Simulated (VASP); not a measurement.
BaTiO3, 5 atoms in the cell. The structure is tetragonal, space group P4mm (No. 99). Conventional cell: a = 3.926 Å, b = 3.926 Å, c = 3.940 Å, α = 90.00°, β = 90.00°, γ = 90.00°. Within 3.6 Å of Ba (site symmetry 4mm) lie 12 O at 2.76 to 2.80 Å and 8 Ti at 3.39 to 3.42 Å. Within 2.5 Å of Ti (site symmetry 4mm) lie 6 O at 1.90 to 2.04 Å. Within 2.5 Å of O (site symmetry 4mm) lie 2 Ti at 1.90 to 2.04 Å. O (site symmetry 2mm) has 2 Ti at 1.96 Å within 2.6 Å.  This cell differs from its parent crystal: volume scaled by 0.91, then relaxed in part.

| Quantity | Value |
| --- | --- |
| Program | VASP 6.6.1 |
| Task | single point |
| Functional | PBE |
| Potentials or basis | VASP PAW PBE potentials, release 64 (Ba_sv, Ti_sv, O) |
| Cutoff | 520 eV |
| k mesh | 8 × 8 × 8 |
| Occupations | gaussian, width 0.02 eV |
| Spin | no spin polarisation |
| Dipole correction | no |
| Further INCAR settings | ALGO = Normal; EDIFF = 1e-06; NBANDS = 28 |

Potentials or basis: VASP PAW PBE potentials, release 64 (Ba_sv, Ti_sv, O).

Run with:

```sh
$ cat potpaw_PBE.64/Ba_sv/POTCAR potpaw_PBE.64/Ti_sv/POTCAR potpaw_PBE.64/O/POTCAR > POTCAR
$ mpirun -np 1 vasp_std > vasp.out
```

Hardware: 1 thread of Intel(R) Xeon(R) 6975P-C (Granite Rapids), with other jobs on the host.

Task: Estimate the wall time of this run.

Result: It took 89 s on 1 thread of Intel(R) Xeon(R) 6975P-C (Granite Rapids) (shared host), peak memory 0.26 GiB. Counts: scf iterations 15, k points 75.
